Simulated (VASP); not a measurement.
# HgTe (Coloradoite) (F-43m) in VASP: a series of runs, part 2 of 2

VASP 6.6.1. The steps go on from the part before.

## 4. Single point, PBE

INCAR

```
SYSTEM = HgTe
PREC     = Accurate       ! precision mode
ENCUT    = 520            ! plane-wave cutoff, eV
EDIFF    = 1E-6           ! SCF threshold, eV
ISMEAR   = 0              ! smearing method
SIGMA    = 0.028000000000000004 ! smearing width, eV
LREAL    = .False.        ! projectors in reciprocal space
LASPH    = .True.         ! aspherical terms in the spheres
NELM     = 80             ! most SCF steps
ALGO     = Normal         ! electronic algorithm
ISIF     = 2              ! what is computed and relaxed
LWAVE    = .False.        ! write WAVECAR
LCHARG   = .False.        ! write CHGCAR
GGA      = PE             ! functional
NBANDS   = 16             ! bands
```

KPOINTS

```
Automatic mesh
0
Gamma
  7 7 7
  0 0 0
```

POSCAR

```
HgTe
1.0
    0.0000000000      3.2145000000      3.2145000000
    3.2145000000      0.0000000000      3.2145000000
    3.2145000000      3.2145000000      0.0000000000
Hg Te
1 1
Direct
    0.0000000000      0.0000000000      0.0000000000
    0.7500000000      0.7500000000      0.7500000000
```

Potentials or basis: VASP PAW PBE potentials, release 64 (Hg, Te).

Run with:

```
$ cat potpaw_PBE.64/Hg/POTCAR potpaw_PBE.64/Te/POTCAR > POTCAR
$ mpirun -np 1 vasp_std > vasp.out
```

OUTCAR:

```text
SYSTEM = HgTe
   PREC = Accurate
   ENCUT = 520
   EDIFF = 1E-6
   ISMEAR = 0
   LREAL = .False.
   LASPH = .True.
   NELM = 80
   ISIF = 2
   GGA = PE

 ion  position               nearest neighbor table
   1  0.000  0.000  0.000-   2 2.78   2 2.78   2 2.78   2 2.78
   2  0.750  0.750  0.750-   1 2.78   1 2.78   1 2.78   1 2.78

  LATTYP: Found a face centered cubic cell.
 ALAT       =     6.4290000000

  Lattice vectors:

 A1 = (   0.0000000000,   3.2145000000,   3.2145000000)
[... 559 lines left out ...]

------------------------ aborting loop because EDIFF is reached ----------------------------------------

  FORCE on cell =-STRESS in cart. coord.  units (eV):
  Direction    XX          YY          ZZ          XY          YZ          ZX
  --------------------------------------------------------------------------------------
  -------------------------------------------------------------------------------------
  Total        1.9214351      1.9214351      1.9214351     -0.0000000      0.0000000      0.0000000
  in kB       46.3410649     46.3410649     46.3410649     -0.0000000      0.0000000      0.0000000
  external PRESSURE =      46.3410649 kB  Pullay stress =       0.0000000 kB

 VOLUME and BASIS-vectors are now :
 -----------------------------------------------------------------------------
  energy-cutoff  :      520.00
  volume of cell :       66.43
      direct lattice vectors                 reciprocal lattice vectors
     0.000000000  3.214500000  3.214500000    -0.155545186  0.155545186  0.155545186
     3.214500000  0.000000000  3.214500000     0.155545186 -0.155545186  0.155545186
     3.214500000  3.214500000  0.000000000     0.155545186  0.155545186 -0.155545186

 POSITION                                       TOTAL-FORCE (eV/Angst)
 -----------------------------------------------------------------------------------
      0.00000      0.00000      0.00000        -0.000000     -0.000000     -0.000000
      4.82175      4.82175      4.82175         0.000000      0.000000      0.000000
 -----------------------------------------------------------------------------------
    total drift:                                0.000000      0.000000      0.000000

  FREE ENERGIE OF THE ION-ELECTRON SYSTEM (eV)
  ---------------------------------------------------
  free  energy   TOTEN  =        -3.5513108794 eV

  energy  without entropy=       -3.5511849510  energy(sigma->0) =       -3.55124792
```

stdout:

```text
POSCAR found type information on POSCAR HgTe
 POSCAR found :  2 types and       2 ions
 scaLAPACK will be used
 LDA part: xc-table for (Slater+PW92), standard interpolation
 POSCAR, INCAR and KPOINTS ok, starting setup
 FFT: planning ... GRIDC
 FFT: planning ... GRID_SOFT
 FFT: planning ... GRID
 WAVECAR not read
 entering main loop
```

Run time: 30 s. Hardware: 1 thread of Intel Xeon 8259CL, shared host; peak memory 0.21 GiB.

What came out:

| Quantity | Value |
| --- | --- |
| Free energy | -3.5513 eV |
| Pressure | 4.6 GPa |
| Band gap on the k mesh | zero (filled and empty bands touch) |

Caveat: spin-orbit coupling is left out, which moves the levels of the heavy elements.

## 5. Single point, PBE

INCAR

```
PREC = Accurate ; ENCUT = 520
EDIFF = 1E-6 ; ISMEAR = 0
SIGMA = 0.015 ; LREAL = F
LASPH = T ; NELM = 60
ALGO = Normal ; ISIF = 2
LWAVE = F ; LCHARG = F
GGA = PE ; NBANDS = 16
```

KPOINTS

```
regular mesh
0
Gamma
  7 7 7
```

POSCAR is that of step 4.

Run with:

```
$ cat potpaw_PBE.64/Hg/POTCAR potpaw_PBE.64/Te/POTCAR > POTCAR
$ mpirun -np 1 vasp_std > vasp.out
```

Wall time 31 s (1 thread of Intel Xeon 8259CL, shared host); peak memory 0.21 GiB.

The run converged. Its results:

```
Free energy            : -3.5513 eV
Pressure               : 4.6 GPa
Band gap on the k mesh : zero (filled and empty bands touch)
```

Levels at points of the mesh, in eV from the Fermi level:
```csv
k point,band 5,band 6,band 7,band 8,band 9,band 10,band 11,band 12,band 13,band 14
"(0.00, 0.00, 0.00)",-6.91,-6.91,-0.69,0.00,0.00,0.00,4.19,4.19,4.19,6.47
```

Caveat: spin-orbit coupling is left out, which moves the levels of the heavy elements.

## 6. The runs side by side

```tsv
task	level	spin	cell	k mesh	cutoff (eV)	smearing	gap on the mesh (eV)	pressure (GPa)
relaxation of cell and atoms	BLYP+D3(BJ)	off	relaxed	7 × 7 × 7	500	fermi-dirac 0.05 eV	none	0.0
single point	PBE	non-collinear, zero start, SOC	as given	5 × 5 × 5	500	fermi-dirac 0.05 eV	-	4.5
single point	PBE	off	as given	7 × 7 × 7	520	gaussian 0.028 eV	none	4.6
single point	PBE	off	as given	7 × 7 × 7	520	gaussian 0.015 eV	none	4.6
```

Alike in all rows: potentials or basis VASP PAW PBE potentials, release 64 (Hg, Te).

Caveats: spin-orbit coupling is left out, which moves the levels of the heavy elements (some runs); the PAW data sets were made with another functional, which shifts forces and pressure a little (some runs); pairwise dispersion overbinds metals, which lowers pressure and volume (some runs).

Absolute energies hang on the potentials; compare differences alone.
